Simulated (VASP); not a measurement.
Write the native input for VASP 6.6.1 that does the following.

```yaml
Task: single point
Functional: PBEsol
Potentials_or_basis: VASP PAW PBE potentials, release 64 (Nb_sv)
Cutoff: 520 eV
k_mesh: 20 × 20 × 20
Occupations: gaussian, width 0.15 eV
Spin: no spin polarisation
Dipole_correction: no
Further_INCAR_settings: ALGO = Fast; EDIFF = 1e-07; NBANDS = 12
```

The structure of Nb lies in POSCAR:

```
Nb
1.0
    0.0000000000      2.0304000000      2.1996000000
    2.0304000000      0.0000000000      2.1996000000
    2.0304000000      2.0304000000      0.0000000000
Nb
1
Direct
    0.0000000000      0.0000000000      0.0000000000
```

This cell differs from its parent crystal: strain -0.040 along x and y, +0.040 along z.

These files were run (other wordings do the same):

INCAR

```
ALGO     = Fast           # electronic algorithm
EDIFF    = 1E-7           # SCF threshold, eV
ENCUT    = 520            # plane-wave cutoff, eV
GGA      = PS             # functional
ISIF     = 2              # what is computed and relaxed
ISMEAR   = 0              # smearing method
LASPH    = True           # aspherical terms in the spheres
LCHARG   = False          # write CHGCAR
LREAL    = False          # projectors in reciprocal space
LWAVE    = False          # write WAVECAR
NBANDS   = 12             # bands
NELM     = 80             # most SCF steps
PREC     = Accurate       # precision mode
SIGMA    = 0.15           # smearing width, eV
```

KPOINTS

```
k-points
0
Gamma
  20 20 20
```

Potentials or basis: VASP PAW PBE potentials, release 64 (Nb_sv).

Launch:

```sh
$ cat potpaw_PBE.64/Nb_sv/POTCAR > POTCAR
$ mpirun -np 1 vasp_std > vasp.out
```

Results of the run:

```
Pressure               : -1.3 GPa
Band gap on the k mesh : zero (an odd number of electrons rules out a gap without spin polarisation)
```

Caveat: the cell differs from its parent crystal (strain -0.040 along x and y, +0.040 along z); the stress differs along the axes, from -6 to 9 GPa; the PAW data sets were made with another functional, which shifts forces and pressure a little.

It took 3.2 min on 1 thread of Intel(R) Xeon(R) Platinum 8559C (Emerald Rapids) (shared host), peak memory 0.24 GiB.
